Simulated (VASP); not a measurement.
# CaO in VASP: notebook

CaO is run at these levels: r2SCAN; tasks: single point.

Program: VASP 6.6.1. These are calculated values, not measurements. Logs are shortened: lines on timing, memory, paths and dates and some standing lists are left out, and cuts for length are marked.

## (1) The cell of the first run

Symmetry: I4/mmm, No. 139, tetragonal system. Conventional cell: a = 3.458 Å, b = 3.458 Å, c = 4.748 Å, α = 90.00°, β = 90.00°, γ = 90.00°. Ca (site symmetry 4/mmm) has 6 O at 2.37 to 2.45 Å within 3.1 Å. O (site symmetry 4/mmm) has 6 Ca at 2.37 to 2.45 Å within 3.1 Å.

## (2) Single point, r2SCAN (in-plane strain +0.02, then relaxed in part)

POSCAR reads:

```
CaO
1.0
    2.4453902329      2.4453902329      0.0000000000
   -2.4453902329      2.4453902329      0.0000000000
    0.0000000000      2.4453902329      2.3738001058
Ca O
1 1
Direct
    0.0000000000      0.0000000000      0.0000000000
    0.5000000000      0.5000000000      0.0000000000
```

INCAR.step1 reads:

```
PREC = Accurate
ENCUT = 520
ISMEAR = 0
SIGMA = 0.01
LREAL = False
LASPH = True
NELM = 60
NBANDS = 15
GGA = PE
ALGO = Normal
EDIFF = 1E-4
LWAVE = True
LCHARG = False
```

INCAR.step2 reads:

```
PREC = Accurate
ENCUT = 520
EDIFF = 1E-7
ISMEAR = 0
SIGMA = 0.01
LREAL = False
LASPH = True
NELM = 60
ALGO = Normal
ISIF = 2
LWAVE = False
LCHARG = False
METAGGA = R2SCAN
LMIXTAU = True
NBANDS = 15
ISTART = 1
```

KPOINTS reads:

```
regular mesh
0
Gamma
  8 8 8
```

Potentials or basis: VASP PAW PBE potentials, release 64 (Ca_sv, O).

Run with:

```bash
$ cat potpaw_PBE.64/Ca_sv/POTCAR potpaw_PBE.64/O/POTCAR > POTCAR
$ cp INCAR.step1 INCAR
$ mpirun -np 1 vasp_std > vasp.out
$ cp INCAR.step2 INCAR
$ mpirun -np 1 vasp_std > vasp.out
```

OUTCAR:

```text
PREC = Accurate
   ENCUT = 520
   EDIFF = 1E-7
   ISMEAR = 0
   LREAL = False
   LASPH = True
   NELM = 60
   ISIF = 2
   METAGGA = R2SCAN
   ISTART = 1

 ion  position               nearest neighbor table
   1  0.000  0.000  0.000-   2 2.37   2 2.37   2 2.45   2 2.45   2 2.45   2 2.45
   2  0.500  0.500  0.000-   1 2.37   1 2.37   1 2.45   1 2.45   1 2.45   1 2.45

  LATTYP: Found a body centered tetragonal cell.
 ALAT       =     3.4583040327
 C/A-ratio  =     1.3728116923

  Lattice vectors:

 A1 = (   2.4453902329,   0.0000000000,  -2.3738001058)
 A2 = (  -2.4453902329,   0.0000000000,  -2.3738001058)
 A3 = (   0.0000000000,   2.4453902329,   2.3738001058)

Analysis of symmetry for initial positions (statically):
=====================================================================
 Subroutine PRICEL returns:
 Original cell was already a primitive cell.

 Routine SETGRP: Setting up the symmetry group for a
 body centered tetragonal supercell.

 Subroutine GETGRP returns: Found 16 space group operations
 (whereof 16 operations were pure point group operations)
 out of a pool of 16 trial point group operations.

The static configuration has the point symmetry D_4h.

Analysis of symmetry for dynamics (positions and initial velocities):
=====================================================================
 Subroutine PRICEL returns:
 Original cell was already a primitive cell.

 Routine SETGRP: Setting up the symmetry group for a
 body centered tetragonal supercell.

 Subroutine GETGRP returns: Found 16 space group operations
 (whereof 16 operations were pure point group operations)
 out of a pool of 16 trial point group operations.

The dynamic configuration has the point symmetry D_4h.

 Subroutine INISYM returns: Found 16 space group operations
 (whereof 16 operations are pure point group operations),
 and found     1 'primitive' translations

----------------------------------------------------------------------------------------

                                     Primitive cell

  volume of cell :      28.3903

  direct lattice vectors                    reciprocal lattice vectors
     2.445390233  2.445390233  0.000000000     0.204466344  0.204466344 -0.210632731
    -2.445390233  2.445390233  0.000000000    -0.204466344  0.204466344 -0.210632731
     0.000000000  2.445390233  2.373800106     0.000000000  0.000000000  0.421265463

  length of vectors
     3.458304033  3.458304033  3.408058147     0.357741693  0.357741693  0.421265463

  position of ions in fractional coordinates (direct lattice)
     0.000000000  0.000000000  0.000000000
     0.500000000  0.500000000  0.000000000

  ion indices of the primitive-cell ions
   primitive index   ion index
                 1           1
                 2           2

----------------------------------------------------------------------------------------

 KPOINTS: regular mesh

Automatic generation of k-mesh.
 Grid dimensions read from file:
 generate k-points for:    8    8    8

 Generating k-lattice:

  Cartesian coordinates                     Fractional coordinates (reciprocal lattice)
     0.025558293  0.025558293 -0.026329091     0.125000000  0.000000000  0.000000000
    -0.025558293  0.025558293 -0.026329091     0.000000000  0.125000000  0.000000000
     0.000000000  0.000000000  0.052658183     0.000000000  0.000000000  0.125000000

  Length of vectors
     0.044717712  0.044717712  0.052658183

  Shift w.r.t. Gamma in fractional coordinates (k-lattice)
     0.000000000  0.000000000  0.000000000

 Subroutine IBZKPT returns following result:
 ===========================================

 Found     59 irreducible k-points:

 Following reciprocal coordinates:
            Coordinates               Weight
  0.000000  0.000000  0.000000      1.000000
  0.125000  0.000000  0.000000      8.000000
  0.250000  0.000000  0.000000      8.000000
  0.375000  0.000000 -0.000000      8.000000
  0.500000  0.000000  0.000000      4.000000
  0.125000  0.125000  0.000000      8.000000
[... 16 lines left out ...]
  0.250000  0.000000  0.125000      4.000000
  0.375000  0.000000  0.125000      8.000000
 [... further k-points ...]
   k-points           NKPTS =     59   k-points in BZ     NKDIM =     59   number of bands    NBANDS=     15
   number of dos      NEDOS =    301   number of ions     NIONS =      2
   total plane-waves  NPLWV =  21952
   dimension x,y,z NGX =    28 NGY =   28 NGZ =   28
   dimension x,y,z NGXF=    56 NGYF=   56 NGZF=   56
   ions per type =               1   1
   NGX,Y,Z   is equivalent  to a cutoff of  13.46, 13.46, 13.66 a.u.
   NGXF,Y,Z  is equivalent  to a cutoff of  26.92, 26.92, 27.32 a.u.
 SYSTEM =  unknown system
   PREC   = accura    normal or accurate (medium, high low for compatibility)
   ISTART =      1    job   : 0-new  1-cont  2-samecut
   ICHARG =      0    charge: 1-file 2-atom 10-const
   ISPIN  =      1    spin polarized calculation?
   LNONCOLLINEAR =      F non collinear calculations
   LSORBIT =      F    spin-orbit coupling
   LASPH  =      T    aspherical Exc in radial PAW
   ENCUT  =  520.0 eV  38.22 Ry    6.18 a.u.   6.43  6.43  6.34*2*pi/ulx,y,z
   NELM   =     60;   NELMIN=  2; NELMDL=  0     # of ELM steps
   EDIFF  = 0.1E-06   stopping-criterion for ELM
   LREAL  =      F    real-space projection
   EDIFFG = 0.1E-05   stopping-criterion for IOM
   NSW    =      0    number of steps for IOM
   IBRION =     -1    ionic relax: 0-MD 1-quasi-New 2-CG
   NFREE  =      0    steps in history (QN), initial steepest desc. (CG)
   ISIF   =      2    stress and relaxation
   ISYM   =      2    0-nonsym 1-usesym 2-fastsym
   POTIM  = 0.5000    time-step for ionic-motion
   TEBEG  =    0.0;   TEEND  =   0.0 temperature during run
   PSTRESS=    0.0 pullay stress
   NELECT =      16.0000    total number of electrons
   NUPDOWN=      -1.0000    fix difference up-down
   EMIN   =  10.00;   EMAX   =-10.00  energy-range for DOS
   EFERMI =   0.00;   METHOD = LEGACY
   ISMEAR =     0;   SIGMA  =   0.01  broadening in eV -4-tet -1-fermi 0-gaus
   EFERMI_NEDOS =   21; number of points for ismear=-14 and -15
   IALGO  =     38    algorithm
   IMIX   =      4    mixing-type and parameters
     AMIX     =   0.40;   BMIX     =  1.00
     AMIX_MAG =   1.60;   BMIX_MAG =  1.00
  volume/ion in A,a.u.               =      14.20        95.79
  Fermi-wavevector in a.u.,A,eV,Ry     =   1.352253  2.555388 24.879457  1.828589
  Thomas-Fermi vector in A             =   2.479607
   LORBIT       =      0    0 simple, 1 ext, 2 COOP (PROOUT), +10 PAW based schemes
   METAGGA = R2SCAN    functional components
   LHFCALC =     F    Hartree Fock is set to
   AEXX    =    0.0000 exact exchange contribution
   IVDW    =     0    specifies the selected vdW correction
   LEPSILON=     F    determine dielectric tensor
   LRPA    =     F    only Hartree local field effects (RPA)
 non-spin polarized calculation
 Gauss-broadening in eV      SIGMA  =   0.01
  energy-cutoff  :      520.00
  volume of cell :       28.39
 maximum number of plane-waves:       783
 NGX is ok and might be reduce to    28
   NGX = 13   NGY = 13   NGZ = 13

 number of electron      16.0000003 magnetization

 Free energy of the ion-electron system (eV)
  ---------------------------------------------------
  ext. energy  EPLUGINS =         0.00000000
  ---------------------------------------------------
  free energy    TOTEN  =       -19.44211053 eV

  energy without entropy =      -19.44211053  energy(sigma->0) =      -19.44211053

 E-fermi :   2.0253     XC(G=0): -10.9544

 val. band max:        1.9377295338   @ k =   0.0000   0.0000   0.0000
 cond. band min:       6.0169373258   @ k =   0.0000   0.0000   0.5000
 fundamental gap:      4.0792077920
 Fermi energy:         2.0253433162

 k-point     1 :       0.0000    0.0000    0.0000
  band No.  band energies     occupation
      1     -37.2568      2.00000
      2     -17.1719      2.00000
      3     -17.1719      2.00000
      4     -17.1497      2.00000
      5     -14.5417      2.00000
      6       1.8677      2.00000
      7       1.8677      2.00000
      8       1.9377      2.00000
      9       7.1008      0.00000
     10       8.6285      0.00000
     11       8.6285      0.00000
     12       8.8191      0.00000
     13      10.1093      0.00000
     14      10.4181      0.00000
     15      17.5223      0.00000

 k-point     2 :       0.1250    0.0000    0.0000
  band No.  band energies     occupation
      1     -37.2435      2.00000
      2     -17.3780      2.00000
      3     -17.1812      2.00000
      4     -17.1629      2.00000
      5     -14.3169      2.00000
      6       1.3822      2.00000
      7       1.6724      2.00000
      8       1.7125      2.00000
      9       7.7730      0.00000
     10       8.6342      0.00000
     11       8.9033      0.00000
     12       9.0185      0.00000
     13      10.4612      0.00000
     14      10.7877      0.00000
     15      18.0943      0.00000

 k-point     3 :       0.2500    0.0000    0.0000
  band No.  band energies     occupation
      1     -37.2111      2.00000
      2     -17.7988      2.00000
      3     -17.2034      2.00000
      4     -17.1753      2.00000
      5     -13.8678      2.00000
      6       0.4162      2.00000
      7       1.2496      2.00000
      8       1.2684      2.00000
      9       8.7033      0.00000
     10       9.2344      0.00000
     11       9.6234      0.00000
     12       9.6724      0.00000
     13      11.3177      0.00000
     14      11.6763      0.00000
     15      18.3974      0.00000

 k-point     4 :       0.3750    0.0000   -0.0000
  band No.  band energies     occupation
      1     -37.1785      2.00000
      2     -18.1433      2.00000
      3     -17.2253      2.00000
      4     -17.1872      2.00000
      5     -13.4925      2.00000
      6      -0.3692      2.00000
      7       0.8785      2.00000
      8       0.8793      2.00000
      9       9.1468      0.00000
     10      10.4220      0.00000
     11      10.4525      0.00000
     12      10.5088      0.00000
     13      12.2672      0.00000
     14      12.6132      0.00000
     15      17.3464      0.00000
[... 307 lines left out ...]
 k-point    22 :       0.0000    0.0000    0.1250
  band No.  band energies     occupation
      1     -37.2379      2.00000
      2     -17.4029      2.00000
      3     -17.2053      2.00000
      4     -17.2053      2.00000
      5     -14.2277      2.00000
      6       1.1002      2.00000
      7       1.7351      2.00000
      8       1.7351      2.00000
      9       7.7583      0.00000
     10       8.2418      0.00000
     11       9.2390      0.00000
     12       9.2390      0.00000
     13      10.2765      0.00000
     14      11.3585      0.00000
     15      18.3377      0.00000

 k-point    23 :       0.2500    0.0000    0.1250
  band No.  band energies     occupation
      1     -37.2247      2.00000
      2     -17.5727      2.00000
      3     -17.2167      2.00000
      4     -17.1802      2.00000
      5     -14.1043      2.00000
      6       0.7684      2.00000
      7       1.3483      2.00000
      8       1.6940      2.00000
      9       8.4218      0.00000
     10       8.6621      0.00000
     11       9.0850      0.00000
     12       9.7861      0.00000
     13      10.9343      0.00000
     14      11.1881      0.00000
     15      18.6921      0.00000

 k-point    24 :       0.3750    0.0000    0.1250
  band No.  band energies     occupation
      1     -37.1925      2.00000
      2     -17.8837      2.00000
      3     -17.2631      2.00000
      4     -17.2027      2.00000
      5     -13.7759      2.00000
      6       0.0846      2.00000
      7       0.9898      2.00000
      8       1.3241      2.00000
      9       8.6110      0.00000
     10       9.7290      0.00000
     11       9.7627      0.00000
     12      10.5924      0.00000
     13      11.7932      0.00000
     14      12.0661      0.00000
     15      18.2936      0.00000

 [... further k-points ...]
[... 5 lines left out ...]
  --------------------------------------------------------------------------------------
  -------------------------------------------------------------------------------------
  Total       -0.6602137     -0.6602137      0.2111967      0.0000000      0.0000000     -0.0000000
  in kB      -37.2584371    -37.2584371     11.9186547      0.0000000      0.0000000     -0.0000000
  external PRESSURE =     -20.8660731 kB  Pullay stress =       0.0000000 kB

 VOLUME and BASIS-vectors are now :
 -----------------------------------------------------------------------------
  energy-cutoff  :      520.00
  volume of cell :       28.39
      direct lattice vectors                 reciprocal lattice vectors
     2.445390233  2.445390233  0.000000000     0.204466344  0.204466344 -0.210632731
    -2.445390233  2.445390233  0.000000000    -0.204466344  0.204466344 -0.210632731
     0.000000000  2.445390233  2.373800106     0.000000000  0.000000000  0.421265463

 POSITION                                       TOTAL-FORCE (eV/Angst)
 -----------------------------------------------------------------------------------
      0.00000      0.00000      0.00000        -0.000000     -0.000000      0.000000
      0.00000      2.44539      0.00000         0.000000      0.000000      0.000000
 -----------------------------------------------------------------------------------
    total drift:                               -0.000000      0.000000     -0.000000

  FREE ENERGIE OF THE ION-ELECTRON SYSTEM (eV)
  ---------------------------------------------------
  free  energy   TOTEN  =       -19.4421105273 eV

  energy  without entropy=      -19.4421105273  energy(sigma->0) =      -19.44211053
```

It took 59 s on 1 thread of Intel Xeon 6975P-C (Granite Rapids), shared host; peak memory 0.17 GiB.

What came out:

| Item | Value |
| --- | --- |
| Free energy | -19.4421 eV |
| Pressure | -2.1 GPa |
| Band gap on the k mesh | 4.08 eV, indirect (least direct gap 4.55 eV) |

Stress tensor (GPa, compression positive):
```
-3.73  0.00  0.00
 0.00 -3.73  0.00
 0.00  0.00  1.19
```

Levels at points of the mesh, in eV from the valence-band top:
```tsv
k point	band 4	band 5	band 6	band 7	band 8	band 9	band 10	band 11	band 12	band 13
(0.00, 0.00, 0.00)	-19.09	-16.48	-0.07	-0.07	0.00	5.16	6.69	6.69	6.88	8.17
(0.50, 0.00, 0.00)	-19.13	-15.29	-2.60	-1.21	-1.20	7.54	8.87	8.90	8.98	10.81
(0.50, 0.50, 0.00)	-19.29	-16.26	-1.40	-0.43	-0.37	4.19	8.51	9.49	9.92	10.13
(0.00, 0.00, 0.50)	-19.34	-16.26	-1.24	-0.48	-0.48	4.08	8.58	9.45	10.05	10.05
```

Caveat: the cell differs from its parent crystal (in-plane strain +0.02, then relaxed in part); the PAW data sets were made with another functional, which shifts forces and pressure a little. A k mesh can miss the band edges.

## (3) Single point, r2SCAN

This run uses another cell than the first one, of 13.78 Å³/atom, 0.971 times its volume.

POSCAR reads:

```
CaO
1.0
    2.3974414048      2.3974414048      0.0000000000
   -2.3974414048      2.3974414048      0.0000000000
    0.0000000000      2.3974414048      2.3974414048
Ca O
1 1
Direct
    0.0000000000      0.0000000000      0.0000000000
    0.5000000000      0.5000000000      0.0000000000
```

INCAR.step1 reads:

```
SYSTEM = CaO
PREC     = Accurate       ! precision mode
ENCUT    = 910            ! plane-wave cutoff, eV
ISMEAR   = 0              ! smearing method
SIGMA    = 0.01           ! smearing width, eV
LREAL    = .FALSE.        ! projectors in reciprocal space
LASPH    = .TRUE.         ! aspherical terms in the spheres
NELM     = 120            ! most SCF steps
NBANDS   = 15             ! bands
GGA      = PE             ! functional
ALGO     = Normal         ! electronic algorithm
EDIFF    = 1E-5           ! SCF threshold, eV
LWAVE    = .TRUE.         ! write WAVECAR
LCHARG   = .FALSE.        ! write CHGCAR
GGA_COMPAT= .FALSE.
```

INCAR.step2 reads:

```
SYSTEM = CaO
PREC     = Accurate       ! precision mode
ENCUT    = 910            ! plane-wave cutoff, eV
EDIFF    = 1E-6           ! SCF threshold, eV
ISMEAR   = 0              ! smearing method
SIGMA    = 0.01           ! smearing width, eV
LREAL    = .FALSE.        ! projectors in reciprocal space
LASPH    = .TRUE.         ! aspherical terms in the spheres
NELM     = 120            ! most SCF steps
ALGO     = Normal         ! electronic algorithm
ISIF     = 2              ! what is computed and relaxed
LWAVE    = .FALSE.        ! write WAVECAR
LCHARG   = .FALSE.        ! write CHGCAR
METAGGA  = R2SCAN         ! meta-GGA
LMIXTAU  = .TRUE.       
NBANDS   = 15             ! bands
ISTART   = 1            
GGA_COMPAT= .FALSE.
```

KPOINTS reads:

```
regular mesh
0
G
  8 8 8
  0 0 0
```

Potentials or basis: VASP PAW PBE potentials, release 64 (Ca_sv, O_h).

Run with:

```bash
$ cat potpaw_PBE.64/Ca_sv/POTCAR potpaw_PBE.64/O_h/POTCAR > POTCAR
$ cp INCAR.step1 INCAR
$ mpirun -np 1 vasp_std > vasp.out
$ cp INCAR.step2 INCAR
$ mpirun -np 1 vasp_std > vasp.out
```

Run time: 86 s. Hardware: 1 thread of Intel Xeon Platinum 8375C at 2.90GHz (Ice Lake), shared host; peak memory 0.23 GiB.

Results (log left out):

| Quantity | Value |
| --- | --- |
| Free energy | -19.4635 eV |
| Pressure | 0.9 GPa |
| Band gap on the k mesh | 4.19 eV, indirect (least direct gap 4.56 eV) |

Levels at points of the mesh, in eV from the valence-band top:
```
           k point  band 5  band 6  band 7  band 8  band 9  band 10  band 11  band 12
(0.00, 0.00, 0.00)  -16.49    0.00    0.00    0.00    5.49     6.88     6.88     6.88
(0.50, 0.00, 0.00)  -15.18   -2.62   -1.21   -1.21    7.73     9.09     9.09     9.28
(0.50, 0.50, 0.00)  -16.27   -1.29   -0.37   -0.37    4.19     8.82     9.68    10.29
```

Caveat: the cutoff is under 1.25 times the usual one of these potentials, so pressure, stress and relaxed cells hold a basis-set (Pulay) error; the PAW data sets were made with another functional, which shifts forces and pressure a little. r2SCAN opens gaps a little over a GGA but as a rule still falls short of measured ones.
